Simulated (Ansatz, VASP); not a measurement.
# Mg: VASP beside Ansatz

The input INCAR:

```
SYSTEM = Mg
  PREC = Accurate
  ENCUT = 600
  EDIFF = 1E-6
  ISMEAR = 0
  SIGMA = 0.1
  LREAL = .False.
  LASPH = .True.
  NELM = 120
  ALGO = Normal
  ISIF = 2
  LWAVE = .False.
  LCHARG = .False.
  GGA = PE
  NBANDS = 10
  GGA_COMPAT = .False.
```

KPOINTS

```
Automatic mesh
0
Gamma
  4 4 4
  0 0 0
```

POSCAR

```
Mg
1.0
    4.0353322300      0.0000000000      0.0000000000
    0.0000000000      4.0353322300      0.0000000000
    0.0000000000      0.0000000000      4.0353322300
Mg
3
Direct
    0.0000000000      0.5000000000      0.5000000000
    0.5000000000      0.0000000000      0.5000000000
    0.5000000000      0.5000000000      0.0000000000
```

Input for Ansatz:

```yaml
crystal:
  lattice:
    - [4.03533223, 0.0, 0.0]
    - [0.0, 4.03533223, 0.0]
    - [0.0, 0.0, 4.03533223]
  atoms:
    - { symbol: Mg, position: [0.0, 0.5, 0.5] }
    - { symbol: Mg, position: [0.5, 0.0, 0.5] }
    - { symbol: Mg, position: [0.5, 0.5, 0.0] }
basis:
  ecutwfc: 420
kpoints:
  mp_grid: { grid: [4, 4, 4] }
hamiltonian:
  xc: pbe
scf:
  occupations: { method: gaussian, width: 0.1 }
  lower_state_search: "off"
output:
  forces: true
  stress: true
  eigenvalues: true
```

Alike in both runs: task single point; functional PBE; k mesh 4 × 4 × 4; occupations gaussian, width 0.1 eV; no spin polarisation.

|  | VASP | Ansatz |
| --- | --- | --- |
| version | VASP 6.6.1 | Ansatz 0.2.0 |
| potentials or method | VASP PAW PBE potentials, release 64 (Mg), cutoff 600 eV | scalar-relativistic, plane waves, PAW |
| valence electrons in the cell | 6 | 30 |

```tsv
	VASP	Ansatz	Ansatz less VASP
gap on the k mesh at the Fermi level (eV)	none	none	-
pressure (GPa)	10.1	10.1	+0.01
```

A gap of «none» marks a metal or a gap that the smearing closes. VASP's potentials hold 6 valence electrons a cell and Ansatz's 30, so a difference there can come from the potentials and not from the codes.

The k mesh is coarse, so the values compare programs but aren't converged.
